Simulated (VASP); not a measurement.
# NaCl (F-43m) in VASP: further runs, part 2 of 3

VASP 6.6.1. The steps go on from the part before.

## Step 4: Single point, r2SCAN

Contents of POSCAR:

```
NaCl
1.0
    0.0000000000      3.1257287305      3.1257287305
    3.1257287305      0.0000000000      3.1257287305
    3.1257287305      3.1257287305      0.0000000000
Na Cl
1 1
Direct
    0.7500000000      0.7500000000      0.7500000000
    0.5000000000      0.5000000000      0.5000000000
```

Contents of INCAR.step1:

```
SYSTEM = NaCl
ALGO = Normal
EDIFF = 1E-4
ENCUT = 520
GGA = PE
ISMEAR = 0
LASPH = .True.
LCHARG = .False.
LREAL = .False.
LWAVE = .True.
NBANDS = 14
NELM = 100
PREC = Accurate
SIGMA = 0.02
```

Contents of INCAR.step2:

```
SYSTEM = NaCl
ALGO = Normal
EDIFF = 1E-6
ENCUT = 520
ISIF = 2
ISMEAR = 0
ISTART = 1
LASPH = .True.
LCHARG = .False.
LMIXTAU = .True.
LREAL = .False.
LWAVE = .False.
METAGGA = R2SCAN
NBANDS = 14
NELM = 100
PREC = Accurate
SIGMA = 0.02
```

Contents of KPOINTS:

```
k-points
0
Gamma
  6 6 6
  0 0 0
```

Potentials or basis: VASP PAW PBE potentials, release 64 (Na_pv, Cl).

Launch:

```console
$ cat potpaw_PBE.64/Na_pv/POTCAR potpaw_PBE.64/Cl/POTCAR > POTCAR
$ cp INCAR.step1 INCAR
$ mpirun -np 1 vasp_std > vasp.out
$ cp INCAR.step2 INCAR
$ mpirun -np 1 vasp_std > vasp.out
```

OUTCAR:

```text
SYSTEM = NaCl
   EDIFF = 1E-6
   ENCUT = 520
   ISIF = 2
   ISMEAR = 0
   ISTART = 1
   LASPH = .True.
   LREAL = .False.
   METAGGA = R2SCAN
   NELM = 100
   PREC = Accurate

 ion  position               nearest neighbor table
   1  0.750  0.750  0.750-   2 2.71   2 2.71   2 2.71   2 2.71
   2  0.500  0.500  0.500-   1 2.71   1 2.71   1 2.71   1 2.71

  LATTYP: Found a face centered cubic cell.
 ALAT       =     6.2514574610

  Lattice vectors:

 A1 = (   0.0000000000,   3.1257287305,   3.1257287305)
 A2 = (   3.1257287305,   0.0000000000,   3.1257287305)
 A3 = (   3.1257287305,   3.1257287305,   0.0000000000)

Analysis of symmetry for initial positions (statically):
=====================================================================
 Subroutine PRICEL returns:
 Original cell was already a primitive cell.

 Routine SETGRP: Setting up the symmetry group for a
 face centered cubic supercell.

 Subroutine GETGRP returns: Found 24 space group operations
 (whereof 24 operations were pure point group operations)
 out of a pool of 48 trial point group operations.

The static configuration has the point symmetry T_d .

Analysis of symmetry for dynamics (positions and initial velocities):
=====================================================================
 Subroutine PRICEL returns:
 Original cell was already a primitive cell.

 Routine SETGRP: Setting up the symmetry group for a
 face centered cubic supercell.

 Subroutine GETGRP returns: Found 24 space group operations
 (whereof 24 operations were pure point group operations)
 out of a pool of 48 trial point group operations.

The dynamic configuration has the point symmetry T_d .

 Subroutine INISYM returns: Found 24 space group operations
 (whereof 24 operations are pure point group operations),
 and found     1 'primitive' translations

----------------------------------------------------------------------------------------

                                     Primitive cell

  volume of cell :      61.0779

  direct lattice vectors                    reciprocal lattice vectors
     0.000000000  3.125728731  3.125728731    -0.159962698  0.159962698  0.159962698
     3.125728731  0.000000000  3.125728731     0.159962698 -0.159962698  0.159962698
     3.125728731  3.125728731  0.000000000     0.159962698  0.159962698 -0.159962698

  length of vectors
     4.420447963  4.420447963  4.420447963     0.277063520  0.277063520  0.277063520

  position of ions in fractional coordinates (direct lattice)
     0.750000000  0.750000000  0.750000000
     0.500000000  0.500000000  0.500000000

  ion indices of the primitive-cell ions
   primitive index   ion index
                 1           1
                 2           2

----------------------------------------------------------------------------------------

 KPOINTS: k-points

Automatic generation of k-mesh.
 Grid dimensions read from file:
 generate k-points for:    6    6    6

 Generating k-lattice:

  Cartesian coordinates                     Fractional coordinates (reciprocal lattice)
    -0.026660450  0.026660450  0.026660450     0.166666667  0.000000000  0.000000000
     0.026660450 -0.026660450  0.026660450     0.000000000  0.166666667  0.000000000
[... 31 lines left out ...]
   k-points           NKPTS =     16   k-points in BZ     NKDIM =     16   number of bands    NBANDS=     14
   number of dos      NEDOS =    301   number of ions     NIONS =      2
   total plane-waves  NPLWV =  46656
   dimension x,y,z NGX =    36 NGY =   36 NGZ =   36
   dimension x,y,z NGXF=    72 NGYF=   72 NGZF=   72
   ions per type =               1   1
   NGX,Y,Z   is equivalent  to a cutoff of  13.54, 13.54, 13.54 a.u.
   NGXF,Y,Z  is equivalent  to a cutoff of  27.08, 27.08, 27.08 a.u.
 SYSTEM =  NaCl
   PREC   = accura    normal or accurate (medium, high low for compatibility)
   ISTART =      1    job   : 0-new  1-cont  2-samecut
   ICHARG =      0    charge: 1-file 2-atom 10-const
   ISPIN  =      1    spin polarized calculation?
   LNONCOLLINEAR =      F non collinear calculations
   LSORBIT =      F    spin-orbit coupling
   LASPH  =      T    aspherical Exc in radial PAW
   ENCUT  =  520.0 eV  38.22 Ry    6.18 a.u.   8.22  8.22  8.22*2*pi/ulx,y,z
   NELM   =    100;   NELMIN=  2; NELMDL=  0     # of ELM steps
   EDIFF  = 0.1E-05   stopping-criterion for ELM
   LREAL  =      F    real-space projection
   EDIFFG = 0.1E-04   stopping-criterion for IOM
   NSW    =      0    number of steps for IOM
   IBRION =     -1    ionic relax: 0-MD 1-quasi-New 2-CG
   NFREE  =      0    steps in history (QN), initial steepest desc. (CG)
   ISIF   =      2    stress and relaxation
   ISYM   =      2    0-nonsym 1-usesym 2-fastsym
   POTIM  = 0.5000    time-step for ionic-motion
   TEBEG  =    0.0;   TEEND  =   0.0 temperature during run
   PSTRESS=    0.0 pullay stress
   NELECT =      14.0000    total number of electrons
   NUPDOWN=      -1.0000    fix difference up-down
   EMIN   =  10.00;   EMAX   =-10.00  energy-range for DOS
   EFERMI =   0.00;   METHOD = LEGACY
   ISMEAR =     0;   SIGMA  =   0.02  broadening in eV -4-tet -1-fermi 0-gaus
   EFERMI_NEDOS =   21; number of points for ismear=-14 and -15
   IALGO  =     38    algorithm
   IMIX   =      4    mixing-type and parameters
     AMIX     =   0.40;   BMIX     =  1.00
     AMIX_MAG =   1.60;   BMIX_MAG =  1.00
  volume/ion in A,a.u.               =      30.54       206.09
  Fermi-wavevector in a.u.,A,eV,Ry     =   1.001897  1.893310 13.657484  1.003797
  Thomas-Fermi vector in A             =   2.134349
   LORBIT       =      0    0 simple, 1 ext, 2 COOP (PROOUT), +10 PAW based schemes
   METAGGA = R2SCAN    functional components
   LHFCALC =     F    Hartree Fock is set to
   AEXX    =    0.0000 exact exchange contribution
   IVDW    =     0    specifies the selected vdW correction
   LEPSILON=     F    determine dielectric tensor
   LRPA    =     F    only Hartree local field effects (RPA)
 non-spin polarized calculation
 Gauss-broadening in eV      SIGMA  =   0.02
  energy-cutoff  :      520.00
  volume of cell :       61.08
 maximum number of plane-waves:      1676
 NGX is ok and might be reduce to    36
   NGX = 17   NGY = 17   NGZ = 17

 number of electron      14.0000007 magnetization

 Free energy of the ion-electron system (eV)
  ---------------------------------------------------
  ext. energy  EPLUGINS =         0.00000000
  ---------------------------------------------------
  free energy    TOTEN  =       -13.55504032 eV

  energy without entropy =      -13.55504032  energy(sigma->0) =      -13.55504032

 E-fermi :  -2.8214     XC(G=0):  -7.1088

 val. band max:       -2.9734339626   @ k =   0.0000   0.0000   0.0000
 cond. band min:       2.5065580187   @ k =   0.0000   0.0000   0.0000
 fundamental gap:      5.4799919813
 Fermi energy:        -2.8214107506

 k-point     1 :       0.0000    0.0000    0.0000
  band No.  band energies     occupation
      1     -24.3631      2.00000
      2     -24.3627      2.00000
      3     -24.3627      2.00000
      4     -15.5978      2.00000
      5      -2.9735      2.00000
      6      -2.9735      2.00000
      7      -2.9734      2.00000
      8       2.5066      0.00000
      9       8.9806      0.00000
     10       8.9806      0.00000
     11       8.9810      0.00000
     12      10.6556      0.00000
     13      10.6556      0.00000
     14      12.9960      0.00000
[... 241 lines left out ...]
      1     -24.3749      2.00000
      2     -24.3670      2.00000
      3     -24.3660      2.00000
      4     -15.4270      2.00000
      5      -3.7221      2.00000
      6      -3.4185      2.00000
      7      -3.2857      2.00000
      8       5.0188      0.00000
      9       7.0327      0.00000
     10       8.0354      0.00000
     11       8.7969      0.00000
     12      11.3729      0.00000
     13      12.6311      0.00000
     14      12.8831      0.00000

------------------------ aborting loop because EDIFF is reached ----------------------------------------

  FORCE on cell =-STRESS in cart. coord.  units (eV):
  Direction    XX          YY          ZZ          XY          YZ          ZX
  --------------------------------------------------------------------------------------
  -------------------------------------------------------------------------------------
  Total       -0.2787012     -0.2787012     -0.2787012     -0.0000000     -0.0000000     -0.0000000
  in kB       -7.3108122     -7.3108122     -7.3108122     -0.0000000     -0.0000000     -0.0000000
  external PRESSURE =      -7.3108122 kB  Pullay stress =       0.0000000 kB

 VOLUME and BASIS-vectors are now :
 -----------------------------------------------------------------------------
  energy-cutoff  :      520.00
  volume of cell :       61.08
      direct lattice vectors                 reciprocal lattice vectors
     0.000000000  3.125728731  3.125728731    -0.159962698  0.159962698  0.159962698
     3.125728731  0.000000000  3.125728731     0.159962698 -0.159962698  0.159962698
     3.125728731  3.125728731  0.000000000     0.159962698  0.159962698 -0.159962698

 POSITION                                       TOTAL-FORCE (eV/Angst)
 -----------------------------------------------------------------------------------
      4.68859      4.68859      4.68859         0.000000      0.000000      0.000000
      3.12573      3.12573      3.12573        -0.000000     -0.000000     -0.000000
 -----------------------------------------------------------------------------------
    total drift:                               -0.000000     -0.000000     -0.000001

  FREE ENERGIE OF THE ION-ELECTRON SYSTEM (eV)
  ---------------------------------------------------
  free  energy   TOTEN  =       -13.5550403238 eV

  energy  without entropy=      -13.5550403238  energy(sigma->0) =      -13.55504032
```

OUTCAR.step1:

```text
SYSTEM = NaCl
   EDIFF = 1E-4
   ENCUT = 520
   GGA = PE
   ISMEAR = 0
   LASPH = .True.
   LREAL = .False.
[... 482 lines left out ...]
      4.68859      4.68859      4.68859         0.000000      0.000000      0.000000
      3.12573      3.12573      3.12573        -0.000000     -0.000000     -0.000000
 -----------------------------------------------------------------------------------
    total drift:                               -0.000001     -0.000001     -0.000001

  FREE ENERGIE OF THE ION-ELECTRON SYSTEM (eV)
  ---------------------------------------------------
  free  energy   TOTEN  =        -6.6429967143 eV

  energy  without entropy=       -6.6429967143  energy(sigma->0) =       -6.64299671
```

It took 44 s on 1 thread of Intel Xeon Platinum 8488C (Sapphire Rapids), shared host; peak memory 0.21 GiB.

Results:

```yaml
Free_energy: -13.5550 eV
Pressure: -0.7 GPa
Band_gap_on_the_k_mesh: 5.48 eV, direct
```

Caveat: the PAW data sets were made with another functional, which shifts forces and pressure a little. r2SCAN opens gaps a little over a GGA but as a rule still falls short of measured ones.

(Continued in part 3 of 3.)
